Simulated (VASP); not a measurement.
Runs of VASP 6.6.1 on Li2ClF. The structure is tetragonal, space group P4/mmm (No. 123). Conventional cell: a = 3.343 Å, b = 3.343 Å, c = 4.601 Å, α = 90.00°, β = 90.00°, γ = 90.00°. Within 3.0 Å of F (site symmetry 4/mmm) lie 6 Li at 2.30 to 2.36 Å. Within 3.0 Å of Li (site symmetry 4/mmm) lie 2 F at 2.30 Å and 4 Cl at 2.36 Å. Within 3.0 Å of Li (site symmetry 4/mmm) lie 2 Cl at 2.30 Å and 4 F at 2.36 Å. Cl (site symmetry 4/mmm) has 6 Li at 2.30 to 2.36 Å within 3.0 Å. 

```csv
level,k mesh,gap on the mesh (eV)
r2SCAN,6 × 6 × 4,7.30
PBEsol,4 × 4 × 4,6.41
r2SCAN,4 × 4 × 4,7.30
PBE,6 × 6 × 4,(a)
```

Alike in all rows: task single point; potentials or basis VASP PAW PBE potentials, release 64 (F, Li_sv, Cl); no spin polarisation; cell as given; cutoff (eV) 520; smearing gaussian 0.01 eV.

Task: Estimate the missing entries.

Result: (a) 6.60.

Caveats: some runs use coarse meshes.

A k mesh can miss the band edges.
